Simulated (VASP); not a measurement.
# AlN (P1) in VASP: single point with PBE

Aim: the single point of AlN with PBE.

Program: VASP 6.6.1. These are calculated values, not measurements. Logs are shortened: lines on timing, memory, paths and dates and some standing lists are left out, and cuts for length are marked.

### 1 The cell of the first run

The typed cell holds 2 atoms: a = 3.113 Å, b = 3.113 Å, c = 3.113 Å, α = 60.00°, β = 60.00°, γ = 60.00°.

### 2 Single point, PBE (atoms displaced along a vibrational mode)

File INCAR:

```
SYSTEM = AlN
PREC = Accurate
ENCUT = 520
EDIFF = 1E-7
ISMEAR = 0
SIGMA = 0.05
LREAL = .False.
LASPH = .True.
NELM = 80
ALGO = Normal
ISIF = 2
LWAVE = .False.
LCHARG = .True.
GGA = PE
LELF = .True.
LVHAR = .True.
NBANDS = 11
```

File KPOINTS:

```
Automatic mesh
0
Gamma
  10 10 10
  0 0 0
```

File POSCAR:

```
AlN
1.0
    0.0000000000      2.2012588983      2.2012588983
    2.2012588983      0.0000000000      2.2012588983
    2.2012588983      2.2012588983      0.0000000000
Al N
1 1
Direct
   -0.0057189861      0.0171569582      0.0057189861
    0.7610164234      0.7169507299      0.7389835766
```

Potentials or basis: VASP PAW PBE potentials, release 64 (Al, N).

The run is started by

```sh
cat potpaw_PBE.64/Al/POTCAR potpaw_PBE.64/N/POTCAR > POTCAR
mpirun -np 1 vasp_std > vasp.out
```

OUTCAR:

```text
SYSTEM = AlN
   PREC = Accurate
   ENCUT = 520
   EDIFF = 1E-7
   ISMEAR = 0
   LREAL = .False.
   LASPH = .True.
   NELM = 80
   ISIF = 2
   GGA = PE

 ion  position               nearest neighbor table
   1  0.994  0.017  0.006-   2 1.78   2 1.87   2 1.96   2 2.04
   2  0.761  0.717  0.739-   1 1.78   1 1.87   1 1.96   1 2.04

  LATTYP: Found a face centered cubic cell.
 ALAT       =     4.4025177966

  Lattice vectors:

 A1 = (   0.0000000000,   2.2012588983,   2.2012588983)
 A2 = (   2.2012588983,   0.0000000000,   2.2012588983)
 A3 = (   2.2012588983,   2.2012588983,   0.0000000000)

Analysis of symmetry for initial positions (statically):
=====================================================================
 Subroutine PRICEL returns:
 Original cell was already a primitive cell.

 Routine SETGRP: Setting up the symmetry group for a
 face centered cubic supercell.

 Subroutine GETGRP returns: Found  1 space group operations
 (whereof  1 operations were pure point group operations)
 out of a pool of 48 trial point group operations.

The static configuration has the point symmetry C_1 .

Analysis of symmetry for dynamics (positions and initial velocities):
=====================================================================
 Subroutine PRICEL returns:
 Original cell was already a primitive cell.

 Routine SETGRP: Setting up the symmetry group for a
 face centered cubic supercell.

 Subroutine GETGRP returns: Found  1 space group operations
 (whereof  1 operations were pure point group operations)
 out of a pool of 48 trial point group operations.

The dynamic configuration has the point symmetry C_1 .

 Subroutine INISYM returns: Found  1 space group operations
 (whereof  1 operations are pure point group operations),
 and found     1 'primitive' translations

----------------------------------------------------------------------------------------

                                     Primitive cell

  volume of cell :      21.3326

  direct lattice vectors                    reciprocal lattice vectors
     0.000000000  2.201258898  2.201258898    -0.227142750  0.227142750  0.227142750
     2.201258898  0.000000000  2.201258898     0.227142750 -0.227142750  0.227142750
     2.201258898  2.201258898  0.000000000     0.227142750  0.227142750 -0.227142750

  length of vectors
     3.113050188  3.113050188  3.113050188     0.393422784  0.393422784  0.393422784

  position of ions in fractional coordinates (direct lattice)
     0.994281014  0.017156958  0.005718986
     0.761016423  0.716950730  0.738983577

  ion indices of the primitive-cell ions
   primitive index   ion index
                 1           1
                 2           2

----------------------------------------------------------------------------------------

 KPOINTS: Automatic mesh

Automatic generation of k-mesh.
 Grid dimensions read from file:
 generate k-points for:   10   10   10

 Generating k-lattice:

  Cartesian coordinates                     Fractional coordinates (reciprocal lattice)
    -0.022714275  0.022714275  0.022714275     0.100000000  0.000000000  0.000000000
     0.022714275 -0.022714275  0.022714275     0.000000000  0.100000000  0.000000000
     0.022714275  0.022714275 -0.022714275     0.000000000  0.000000000  0.100000000

  Length of vectors
     0.039342278  0.039342278  0.039342278

  Shift w.r.t. Gamma in fractional coordinates (k-lattice)
     0.000000000  0.000000000  0.000000000

 Subroutine IBZKPT returns following result:
 ===========================================

 Found    504 irreducible k-points:

 Following reciprocal coordinates:
            Coordinates               Weight
  0.000000  0.000000  0.000000      1.000000
  0.100000  0.000000  0.000000      2.000000
  0.000000  0.100000  0.000000      2.000000
  0.000000  0.000000  0.100000      2.000000
  0.100000  0.100000  0.100000      2.000000
  0.200000  0.000000  0.000000      2.000000
[... 16 lines left out ...]
  0.000000  0.100000  0.100000      2.000000
  0.100000  0.000000  0.100000      2.000000
 [... further k-points ...]
   k-points           NKPTS =    504   k-points in BZ     NKDIM =    504   number of bands    NBANDS=     11
   number of dos      NEDOS =    301   number of ions     NIONS =      2
   total plane-waves  NPLWV =  13824
   dimension x,y,z NGX =    24 NGY =   24 NGZ =   24
   dimension x,y,z NGXF=    48 NGYF=   48 NGZF=   48
   ions per type =               1   1
   NGX,Y,Z   is equivalent  to a cutoff of  12.82, 12.82, 12.82 a.u.
   NGXF,Y,Z  is equivalent  to a cutoff of  25.63, 25.63, 25.63 a.u.
 SYSTEM =  AlN
   PREC   = accura    normal or accurate (medium, high low for compatibility)
   ISTART =      0    job   : 0-new  1-cont  2-samecut
   ICHARG =      2    charge: 1-file 2-atom 10-const
   ISPIN  =      1    spin polarized calculation?
   LNONCOLLINEAR =      F non collinear calculations
   LSORBIT =      F    spin-orbit coupling
   LASPH  =      T    aspherical Exc in radial PAW
   ENCUT  =  520.0 eV  38.22 Ry    6.18 a.u.   5.79  5.79  5.79*2*pi/ulx,y,z
   NELM   =     80;   NELMIN=  2; NELMDL= -5     # of ELM steps
   EDIFF  = 0.1E-06   stopping-criterion for ELM
   LREAL  =      F    real-space projection
   EDIFFG = 0.1E-05   stopping-criterion for IOM
   NSW    =      0    number of steps for IOM
   IBRION =     -1    ionic relax: 0-MD 1-quasi-New 2-CG
   NFREE  =      0    steps in history (QN), initial steepest desc. (CG)
   ISIF   =      2    stress and relaxation
   ISYM   =      2    0-nonsym 1-usesym 2-fastsym
   POTIM  = 0.5000    time-step for ionic-motion
   TEBEG  =    0.0;   TEEND  =   0.0 temperature during run
   PSTRESS=    0.0 pullay stress
   NELECT =       8.0000    total number of electrons
   NUPDOWN=      -1.0000    fix difference up-down
   EMIN   =  10.00;   EMAX   =-10.00  energy-range for DOS
   EFERMI =   0.00;   METHOD = LEGACY
   ISMEAR =     0;   SIGMA  =   0.05  broadening in eV -4-tet -1-fermi 0-gaus
   EFERMI_NEDOS =   21; number of points for ismear=-14 and -15
   IALGO  =     38    algorithm
   IMIX   =      4    mixing-type and parameters
     AMIX     =   0.40;   BMIX     =  1.00
     AMIX_MAG =   1.60;   BMIX_MAG =  1.00
  volume/ion in A,a.u.               =      10.67        71.98
  Fermi-wavevector in a.u.,A,eV,Ry     =   1.180566  2.230947 18.962939  1.393737
  Thomas-Fermi vector in A             =   2.316856
   LORBIT       =      0    0 simple, 1 ext, 2 COOP (PROOUT), +10 PAW based schemes
   GGA     = PE    functional components
   LHFCALC =     F    Hartree Fock is set to
   AEXX    =    0.0000 exact exchange contribution
   IVDW    =     0    specifies the selected vdW correction
   LEPSILON=     F    determine dielectric tensor
   LRPA    =     F    only Hartree local field effects (RPA)
 non-spin polarized calculation
 Gauss-broadening in eV      SIGMA  =   0.05
  energy-cutoff  :      520.00
  volume of cell :       21.33
 maximum number of plane-waves:       589
   NGX = 11   NGY = 11   NGZ = 11

 number of electron       7.9999999 magnetization

 Free energy of the ion-electron system (eV)
  ---------------------------------------------------
  ext. energy  EPLUGINS =         0.00000000
  ---------------------------------------------------
  free energy    TOTEN  =       -14.65941000 eV

  energy without entropy =      -14.65941000  energy(sigma->0) =      -14.65941000

 E-fermi :   6.3488     XC(G=0): -10.8285

 val. band max:        6.1443458332   @ k =   0.0000   0.0000   0.0000
 cond. band min:       9.0260382934   @ k =   0.5000   0.0000   0.5000
 fundamental gap:      2.8816924601
 Fermi energy:         6.3487896656

 k-point     1 :       0.0000    0.0000    0.0000
  band No.  band energies     occupation
      1      -9.1075      2.00000
      2       5.2994      2.00000
      3       5.7502      2.00000
      4       6.1443      2.00000
      5       9.6777      0.00000
      6      18.0326      0.00000
      7      18.0759      0.00000
      8      18.1663      0.00000
      9      23.0883      0.00000
     10      23.1802      0.00000
     11      24.0362      0.00000

 k-point     2 :       0.1000    0.0000    0.0000
  band No.  band energies     occupation
      1      -8.9661      2.00000
      2       4.9445      2.00000
      3       5.3192      2.00000
      4       6.0003      2.00000
      5      10.3654      0.00000
      6      17.4886      0.00000
      7      18.2081      0.00000
      8      18.4084      0.00000
      9      22.0262      0.00000
     10      22.0939      0.00000
     11      23.6739      0.00000

 k-point     3 :       0.0000    0.1000    0.0000
  band No.  band energies     occupation
      1      -8.9641      2.00000
      2       4.5913      2.00000
      3       5.6796      2.00000
      4       6.0797      2.00000
      5      10.2773      0.00000
      6      17.6400      0.00000
      7      18.2092      0.00000
      8      18.3664      0.00000
      9      21.7585      0.00000
     10      21.8705      0.00000
     11      24.1770      0.00000

 k-point     4 :       0.0000    0.0000    0.1000
  band No.  band energies     occupation
      1      -8.9650      2.00000
      2       4.7357      2.00000
      3       5.5013      2.00000
      4       6.0727      2.00000
      5      10.3191      0.00000
      6      17.5109      0.00000
      7      18.1485      0.00000
      8      18.5023      0.00000
      9      21.8704      0.00000
     10      22.0173      0.00000
     11      23.9372      0.00000

 k-point     5 :       0.1000    0.1000    0.1000
  band No.  band energies     occupation
      1      -8.9671      2.00000
      2       5.1198      2.00000
      3       5.3482      2.00000
      4       5.7464      2.00000
      5      10.4151      0.00000
      6      17.5820      0.00000
      7      18.1387      0.00000
      8      18.3208      0.00000
      9      22.1508      0.00000
     10      22.1799      0.00000
     11      23.4758      0.00000
[... 211 lines left out ...]
 k-point    21 :       0.5000    0.5000    0.5000
  band No.  band energies     occupation
      1      -7.1682      2.00000
      2       0.1748      2.00000
      3       4.8742      2.00000
      4       5.3016      2.00000
      5      12.9627      0.00000
      6      15.4943      0.00000
      7      16.5231      0.00000
      8      16.8518      0.00000
      9      23.1757      0.00000
     10      25.3681      0.00000
     11      25.8757      0.00000

 k-point    22 :       0.1000    0.1000    0.0000
  band No.  band energies     occupation
      1      -8.9184      2.00000
      2       4.7541      2.00000
      3       5.4507      2.00000
      4       5.7938      2.00000
      5      10.5422      0.00000
      6      17.3090      0.00000
      7      18.3277      0.00000
      8      18.5378      0.00000
      9      20.2769      0.00000
     10      23.4794      0.00000
     11      24.9396      0.00000

 k-point    23 :       0.0000    0.1000    0.1000
  band No.  band energies     occupation
      1      -8.9185      2.00000
      2       4.8753      2.00000
      3       5.2153      2.00000
      4       5.8947      2.00000
      5      10.5536      0.00000
      6      17.4223      0.00000
      7      18.3340      0.00000
      8      18.4221      0.00000
      9      20.3007      0.00000
     10      23.4972      0.00000
     11      24.6569      0.00000

 k-point    24 :       0.1000    0.0000    0.1000
  band No.  band energies     occupation
      1      -8.9183      2.00000
      2       4.7277      2.00000
      3       5.5467      2.00000
      4       5.7285      2.00000
      5      10.5384      0.00000
      6      17.2786      0.00000
      7      18.3202      0.00000
      8      18.5741      0.00000
      9      20.2702      0.00000
     10      23.4715      0.00000
     11      25.0817      0.00000

 [... further k-points ...]
[... 5 lines left out ...]
  --------------------------------------------------------------------------------------
  -------------------------------------------------------------------------------------
  Total        0.0959445      0.6198795      0.4755321     -0.6618484     -1.2595058      0.3893808
  in kB        7.2058875     46.5558760     35.7147010    -49.7079369    -94.5948293     29.2443331
  external PRESSURE =      29.8254882 kB  Pullay stress =       0.0000000 kB

 VOLUME and BASIS-vectors are now :
 -----------------------------------------------------------------------------
  energy-cutoff  :      520.00
  volume of cell :       21.33
      direct lattice vectors                 reciprocal lattice vectors
     0.000000000  2.201258898  2.201258898    -0.227142750  0.227142750  0.227142750
     2.201258898  0.000000000  2.201258898     0.227142750 -0.227142750  0.227142750
     2.201258898  2.201258898  0.000000000     0.227142750  0.227142750 -0.227142750

 POSITION                                       TOTAL-FORCE (eV/Angst)
 -----------------------------------------------------------------------------------
      0.05036      2.20126      2.22644        -2.026863      0.634404     -1.103646
      3.20489      3.30189      3.25339         2.026863     -0.634404      1.103646
 -----------------------------------------------------------------------------------
    total drift:                               -0.000048     -0.000010     -0.000023

  FREE ENERGIE OF THE ION-ELECTRON SYSTEM (eV)
  ---------------------------------------------------
  free  energy   TOTEN  =       -14.6594100042 eV

  energy  without entropy=      -14.6594100042  energy(sigma->0) =      -14.65941000
```

It took 2.4 min on 1 thread of AMD EPYC 7R13, shared host; peak memory 0.2 GiB.

Results:

- Free energy: -14.6594 eV
- Pressure: 3.0 GPa
- Largest force: 2.393 eV/Å
- Band gap on the k mesh: 2.88 eV (least direct gap 3.53 eV)

Forces on the atoms (eV/Å):
```
Al  -2.027  0.634 -1.104
N    2.027 -0.634  1.104
```

Caveat: the cell differs from its parent crystal (atoms displaced along a vibrational mode); forces of over 1 eV/Å act on the atoms, so gaps and moduli don't describe the material at rest. A k mesh can miss the band edges.
